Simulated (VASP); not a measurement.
# V (Fm-3m) in VASP: further runs

V is run at these levels: PBE; tasks: single point.

Everything below comes from runs of VASP 6.6.1. Logs are shortened: lines on timing, memory, paths and dates and some standing lists are left out, and cuts for length are marked.

## 1. The cell of the first run

Symmetry: Fm-3m, No. 225, cubic system. Conventional cell: a = 3.658 Å, b = 3.658 Å, c = 3.658 Å, α = 90.00°, β = 90.00°, γ = 90.00°. V (site symmetry m-3m) has 12 V at 2.59 Å within 3.4 Å.

This isn't the form of V at room conditions, which is bcc.

## 2. Single point, PBE, collinear spin, ferromagnetic start (12.24 Å³/atom)

INCAR reads:

```
PREC     = Accurate       # precision mode
ENCUT    = 520            # plane-wave cutoff, eV
EDIFF    = 1E-6           # SCF threshold, eV
ISMEAR   = -1             # smearing method
SIGMA    = 0.05           # smearing width, eV
LREAL    = F              # projectors in reciprocal space
LASPH    = T              # aspherical terms in the spheres
NELM     = 150            # most SCF steps
ALGO     = Normal         # electronic algorithm
ISIF     = 2              # what is computed and relaxed
LWAVE    = F              # write WAVECAR
LCHARG   = T              # write CHGCAR
ISPIN    = 2              # spin polarisation
MAGMOM   = 1              # initial moments
LORBIT   = 11             # projections on sites
LMAXMIX  = 4              # l up to which the mixer works
GGA      = PE             # functional
LELF     = T              # ELF
LVHAR    = T            
NBANDS   = 16             # bands
```

KPOINTS reads:

```
regular mesh
0
Gamma
  16 16 16
```

POSCAR reads:

```
V
1.0
    0.0000000000      1.8289526584      1.8289526584
    1.8289526584      0.0000000000      1.8289526584
    1.8289526584      1.8289526584      0.0000000000
V
1
Direct
    0.0000000000      0.0000000000      0.0000000000
```

Potentials or basis: VASP PAW PBE potentials, release 64 (V_sv).

Launch:

```sh
$ cat potpaw_PBE.64/V_sv/POTCAR > POTCAR
$ mpirun -np 1 vasp_std > vasp.out
```

OUTCAR:

```text
PREC = Accurate
   ENCUT = 520
   EDIFF = 1E-6
   ISMEAR = -1
   LREAL = F
   LASPH = T
   NELM = 150
   ISIF = 2
   ISPIN = 2
   LORBIT = 11
   GGA = PE

 ion  position               nearest neighbor table
   1  0.000  0.000  0.000-

  LATTYP: Found a face centered cubic cell.
 ALAT       =     3.6579053168

  Lattice vectors:

 A1 = (   0.0000000000,   1.8289526584,   1.8289526584)
 A2 = (   1.8289526584,   0.0000000000,   1.8289526584)
 A3 = (   1.8289526584,   1.8289526584,   0.0000000000)

Analysis of symmetry for initial positions (statically):
=====================================================================
 Subroutine PRICEL returns:
 Original cell was already a primitive cell.

 Routine SETGRP: Setting up the symmetry group for a
 face centered cubic supercell.

 Subroutine GETGRP returns: Found 48 space group operations
 (whereof 48 operations were pure point group operations)
 out of a pool of 48 trial point group operations.

The static configuration has the point symmetry O_h .

Analysis of symmetry for dynamics (positions and initial velocities):
=====================================================================
 Subroutine PRICEL returns:
 Original cell was already a primitive cell.

 Routine SETGRP: Setting up the symmetry group for a
 face centered cubic supercell.

 Subroutine GETGRP returns: Found 48 space group operations
 (whereof 48 operations were pure point group operations)
 out of a pool of 48 trial point group operations.

The dynamic configuration has the point symmetry O_h .

Analysis of structural, dynamic, and magnetic symmetry:
=====================================================================
 Subroutine PRICEL returns:
 Original cell was already a primitive cell.

 Routine SETGRP: Setting up the symmetry group for a
 face centered cubic supercell.

 Subroutine GETGRP returns: Found 48 space group operations
 (whereof 48 operations were pure point group operations)
 out of a pool of 48 trial point group operations.

The overall configuration has the point symmetry O_h .

 Subroutine INISYM returns: Found 48 space group operations
 (whereof 48 operations are pure point group operations),
 and found     1 'primitive' translations

----------------------------------------------------------------------------------------

                                     Primitive cell

  volume of cell :      12.2359

  direct lattice vectors                    reciprocal lattice vectors
     0.000000000  1.828952658  1.828952658    -0.273380504  0.273380504  0.273380504
     1.828952658  0.000000000  1.828952658     0.273380504 -0.273380504  0.273380504
     1.828952658  1.828952658  0.000000000     0.273380504  0.273380504 -0.273380504

  length of vectors
     2.586529654  2.586529654  2.586529654     0.473508923  0.473508923  0.473508923

  position of ions in fractional coordinates (direct lattice)
     0.000000000  0.000000000  0.000000000

  ion indices of the primitive-cell ions
   primitive index   ion index
                 1           1

----------------------------------------------------------------------------------------

 KPOINTS: regular mesh

Automatic generation of k-mesh.
 Grid dimensions read from file:
 generate k-points for:   16   16   16

 Generating k-lattice:

  Cartesian coordinates                     Fractional coordinates (reciprocal lattice)
    -0.017086282  0.017086282  0.017086282     0.062500000  0.000000000  0.000000000
     0.017086282 -0.017086282  0.017086282     0.000000000  0.062500000  0.000000000
     0.017086282  0.017086282 -0.017086282     0.000000000  0.000000000  0.062500000

  Length of vectors
     0.029594308  0.029594308  0.029594308

  Shift w.r.t. Gamma in fractional coordinates (k-lattice)
     0.000000000  0.000000000  0.000000000

 Subroutine IBZKPT returns following result:
 ===========================================

 Found    145 irreducible k-points:

 Following reciprocal coordinates:
            Coordinates               Weight
  0.000000  0.000000  0.000000      1.000000
  0.062500  0.000000  0.000000      8.000000
  0.125000  0.000000  0.000000      8.000000
  0.187500  0.000000  0.000000      8.000000
  0.250000  0.000000  0.000000      8.000000
  0.312500  0.000000  0.000000      8.000000
[... 16 lines left out ...]
 -0.125000  0.062500  0.000000     24.000000
 -0.062500  0.062500  0.000000     12.000000
 [... further k-points ...]
   k-points           NKPTS =    145   k-points in BZ     NKDIM =    145   number of bands    NBANDS=     16
   number of dos      NEDOS =    301   number of ions     NIONS =      1
   total plane-waves  NPLWV =   8000
   dimension x,y,z NGX =    20 NGY =   20 NGZ =   20
   dimension x,y,z NGXF=    40 NGYF=   40 NGZF=   40
   ions per type =               1
   NGX,Y,Z   is equivalent  to a cutoff of  12.85, 12.85, 12.85 a.u.
   NGXF,Y,Z  is equivalent  to a cutoff of  25.71, 25.71, 25.71 a.u.
 SYSTEM =  unknown system
   PREC   = accura    normal or accurate (medium, high low for compatibility)
   ISTART =      0    job   : 0-new  1-cont  2-samecut
   ICHARG =      2    charge: 1-file 2-atom 10-const
   ISPIN  =      2    spin polarized calculation?
   LNONCOLLINEAR =      F non collinear calculations
   LSORBIT =      F    spin-orbit coupling
   LASPH  =      T    aspherical Exc in radial PAW
   ENCUT  =  520.0 eV  38.22 Ry    6.18 a.u.   4.81  4.81  4.81*2*pi/ulx,y,z
   NELM   =    150;   NELMIN=  2; NELMDL= -5     # of ELM steps
   EDIFF  = 0.1E-05   stopping-criterion for ELM
   LREAL  =      F    real-space projection
   EDIFFG = 0.1E-04   stopping-criterion for IOM
   NSW    =      0    number of steps for IOM
   IBRION =     -1    ionic relax: 0-MD 1-quasi-New 2-CG
   NFREE  =      0    steps in history (QN), initial steepest desc. (CG)
   ISIF   =      2    stress and relaxation
   ISYM   =      2    0-nonsym 1-usesym 2-fastsym
   POTIM  = 0.5000    time-step for ionic-motion
   TEBEG  =    0.0;   TEEND  =   0.0 temperature during run
   PSTRESS=    0.0 pullay stress
   NELECT =      13.0000    total number of electrons
   NUPDOWN=      -1.0000    fix difference up-down
   EMIN   =  10.00;   EMAX   =-10.00  energy-range for DOS
   EFERMI =   0.00;   METHOD = LEGACY
   ISMEAR =    -1;   SIGMA  =   0.05  broadening in eV -4-tet -1-fermi 0-gaus
   EFERMI_NEDOS =   21; number of points for ismear=-14 and -15
   IALGO  =     38    algorithm
   IMIX   =      4    mixing-type and parameters
     AMIX     =   0.40;   BMIX     =  1.00
     AMIX_MAG =   1.60;   BMIX_MAG =  1.00
  volume/ion in A,a.u.               =      12.24        82.57
  Fermi-wavevector in a.u.,A,eV,Ry     =   1.670488  3.156765 37.967490  2.790532
  Thomas-Fermi vector in A             =   2.755977
   LORBIT       =     11    0 simple, 1 ext, 2 COOP (PROOUT), +10 PAW based schemes
   GGA     = PE    functional components
   LHFCALC =     F    Hartree Fock is set to
   AEXX    =    0.0000 exact exchange contribution
   IVDW    =     0    specifies the selected vdW correction
   LEPSILON=     F    determine dielectric tensor
   LRPA    =     F    only Hartree local field effects (RPA)
 spin polarized calculation
  energy-cutoff  :      520.00
  volume of cell :       12.24
 maximum number of plane-waves:       343
   NGX =  9   NGY =  9   NGZ =  9

 number of electron      12.9999992 magnetization      -0.0021855

 number of electron      12.9999992 magnetization       0.0016375

 Free energy of the ion-electron system (eV)
  ---------------------------------------------------
  ext. energy  EPLUGINS =         0.00000000
  ---------------------------------------------------
  free energy    TOTEN  =        -8.61844139 eV

  energy without entropy =       -8.60521678  energy(sigma->0) =       -8.61182908

 E-fermi :  11.3310     XC(G=0): -13.4358

 val. band max:       11.3148353577   @ k =   0.4375   0.1250   0.0000
 cond. band min:      11.3339775896   @ k =  -0.4375   0.1875   0.0000
 fundamental gap:      0.0191422318
 Fermi energy:        11.3310154636

 spin component 1

 k-point     1 :       0.0000    0.0000    0.0000
  band No.  band energies     occupation
      1     -52.6518      1.00000
      2     -25.7813      1.00000
      3     -25.7813      1.00000
      4     -25.7813      1.00000
      5       4.1912      1.00000
      6      11.4640      0.06539
[... 8 lines left out ...]
     15      40.3385      0.00000
     16      42.2847      0.00000

 k-point     2 :       0.0625    0.0000    0.0000
  band No.  band energies     occupation
      1     -52.6418      1.00000
      2     -25.8297      1.00000
      3     -25.7871      1.00000
      4     -25.7871      1.00000
      5       4.3548      1.00000
      6      11.3702      0.31340
[... 8 lines left out ...]
     15      41.0566      0.00000
     16      42.1971      0.00000
[... 387 lines left out ...]
      5       5.1758      1.00000
      6      10.9356      0.99963
[... 8 lines left out ...]
     15      39.5070      0.00000
     16      41.9546      0.00000

 k-point    24 :      -0.0625    0.0625    0.0000
  band No.  band energies     occupation
      1     -52.6255      1.00000
      2     -25.8975      1.00000
      3     -25.8142      1.00000
      4     -25.7886      1.00000
      5       4.6209      1.00000
      6      11.2089      0.92000
[... 8 lines left out ...]
     15      40.6685      0.00000
     16      42.2130      0.00000

 [... further k-points ...]

 spin component 2

 k-point     1 :       0.0000    0.0000    0.0000
  band No.  band energies     occupation
      1     -52.6505      1.00000
      2     -25.7799      1.00000
      3     -25.7799      1.00000
      4     -25.7799      1.00000
      5       4.1922      1.00000
      6      11.4653      0.06387
[... 8 lines left out ...]
     15      40.3382      0.00000
     16      42.2863      0.00000

 k-point     2 :       0.0625    0.0000    0.0000
  band No.  band energies     occupation
      1     -52.6405      1.00000
      2     -25.8283      1.00000
      3     -25.7857      1.00000
      4     -25.7857      1.00000
      5       4.3558      1.00000
      6      11.3715      0.30801
[... 8 lines left out ...]
     15      41.0569      0.00000
     16      42.1986      0.00000
[... 387 lines left out ...]
      5       5.1769      1.00000
      6      10.9368      0.99962
[... 8 lines left out ...]
     15      39.5081      0.00000
     16      41.9561      0.00000

 k-point    24 :      -0.0625    0.0625    0.0000
  band No.  band energies     occupation
      1     -52.6242      1.00000
      2     -25.8961      1.00000
      3     -25.8128      1.00000
      4     -25.7873      1.00000
      5       4.6220      1.00000
      6      11.2101      0.91814
[... 8 lines left out ...]
     15      40.6695      0.00000
     16      42.2146      0.00000

 [... further k-points ...]
[... 5 lines left out ...]
  --------------------------------------------------------------------------------------
  -------------------------------------------------------------------------------------
  Total        2.2064771      2.2064771      2.2064771     -0.0000000      0.0000000      0.0000000
  in kB      288.9166844    288.9166844    288.9166844     -0.0000000      0.0000000      0.0000000
  external PRESSURE =     288.9166844 kB  Pullay stress =       0.0000000 kB

 VOLUME and BASIS-vectors are now :
 -----------------------------------------------------------------------------
  energy-cutoff  :      520.00
  volume of cell :       12.24
      direct lattice vectors                 reciprocal lattice vectors
     0.000000000  1.828952658  1.828952658    -0.273380504  0.273380504  0.273380504
     1.828952658  0.000000000  1.828952658     0.273380504 -0.273380504  0.273380504
     1.828952658  1.828952658  0.000000000     0.273380504  0.273380504 -0.273380504

 POSITION                                       TOTAL-FORCE (eV/Angst)
 -----------------------------------------------------------------------------------
      0.00000      0.00000      0.00000        -0.000000     -0.000000     -0.000000
 -----------------------------------------------------------------------------------
    total drift:                                0.000000      0.000000      0.000000

  FREE ENERGIE OF THE ION-ELECTRON SYSTEM (eV)
  ---------------------------------------------------
  free  energy   TOTEN  =        -8.6184413896 eV

  energy  without entropy=       -8.6052167759  energy(sigma->0) =       -8.61182908

 total charge

# of ion       s       p       d       tot
------------------------------------------
    1        2.382   6.268   3.178  11.827

 magnetization (x)

# of ion       s       p       d       tot
------------------------------------------
    1        0.000   0.000   0.001   0.001
```

Run time: 78 s. Hardware: 1 thread of Intel Xeon 8259CL, shared host; peak memory 0.16 GiB.

Results:

```yaml
Free_energy: -8.6184 eV
Pressure: 28.9 GPa
Net_moment: 0.00 μB per cell
Valence_electrons_inside_the_program's_atomic_spheres: V 11.83
```

Levels at points of the mesh, in eV from the Fermi level:
Spin up:
| k point | band 2 | band 3 | band 4 | band 5 | band 6 | band 7 | band 8 | band 9 | band 10 | band 11 |
| --- | --- | --- | --- | --- | --- | --- | --- | --- | --- | --- |
| (0.00, 0.00, 0.00) | -37.11 | -37.11 | -37.11 | -7.14 | 0.13 | 0.13 | 0.13 | 2.21 | 2.21 | 18.36 |
| (0.50, 0.00, 0.00) | -38.33 | -37.26 | -37.26 | -3.75 | -0.02 | -0.02 | 1.17 | 3.61 | 3.61 | 10.53 |
| (0.50, 0.50, 0.00) | -38.24 | -37.53 | -37.53 | -4.10 | -3.14 | 3.59 | 3.97 | 3.97 | 4.09 | 13.35 |
Spin down:
| k point | band 2 | band 3 | band 4 | band 5 | band 6 | band 7 | band 8 | band 9 | band 10 | band 11 |
| --- | --- | --- | --- | --- | --- | --- | --- | --- | --- | --- |
| (0.00, 0.00, 0.00) | -37.11 | -37.11 | -37.11 | -7.14 | 0.13 | 0.13 | 0.13 | 2.21 | 2.21 | 18.36 |
| (0.50, 0.00, 0.00) | -38.32 | -37.26 | -37.26 | -3.75 | -0.02 | -0.02 | 1.17 | 3.61 | 3.61 | 10.53 |
| (0.50, 0.50, 0.00) | -38.24 | -37.53 | -37.53 | -4.09 | -3.14 | 3.59 | 3.97 | 3.97 | 4.09 | 13.36 |

Caveat: the cell stands under pressure; the moments typed at the start vanished in this run.

(Part 1 of 2 ends here.)
